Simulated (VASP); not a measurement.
A run of VASP 6.6.1:

INCAR

```
SYSTEM = La
PREC     = Accurate       ! precision mode
ENCUT    = 520            ! plane-wave cutoff, eV
EDIFF    = 1E-6           ! SCF threshold, eV
ISMEAR   = -1             ! smearing method
SIGMA    = 0.1            ! smearing width, eV
LREAL    = .False.        ! projectors in reciprocal space
LASPH    = .True.         ! aspherical terms in the spheres
NELM     = 60             ! most SCF steps
ALGO     = Normal         ! electronic algorithm
ISIF     = 2              ! what is computed and relaxed
LWAVE    = .False.        ! write WAVECAR
LCHARG   = .True.         ! write CHGCAR
GGA      = PE             ! functional
LELF     = .True.         ! ELF
LVHAR    = .True.       
NBANDS   = 12             ! bands
```

File KPOINTS:

```
Automatic mesh
0
Gamma
  16 16 16
  0 0 0
```

File POSCAR:

```
La
1.0
    3.2819072144      0.0000000000      0.0000000000
    0.0000000000      3.2819072144      0.0000000000
    0.0000000000      0.0000000000      3.2819072144
La
1
Direct
    0.0000000000      0.0000000000      0.0000000000
```

Potentials or basis: VASP PAW PBE potentials, release 64 (La).

The run is started by

```console
$ cat potpaw_PBE.64/La/POTCAR > POTCAR
$ mpirun -np 1 vasp_std > vasp.out
```

Hardware: 1 thread of Intel(R) Xeon(R) Platinum 8488C (Sapphire Rapids), with other jobs on the host.

Task: Estimate the wall time of this run.

Result: It took 26 s on 1 thread of Intel(R) Xeon(R) Platinum 8488C (Sapphire Rapids), on a shared host, peak memory 0.21 GiB. Counts: scf iterations 13, k points 165.
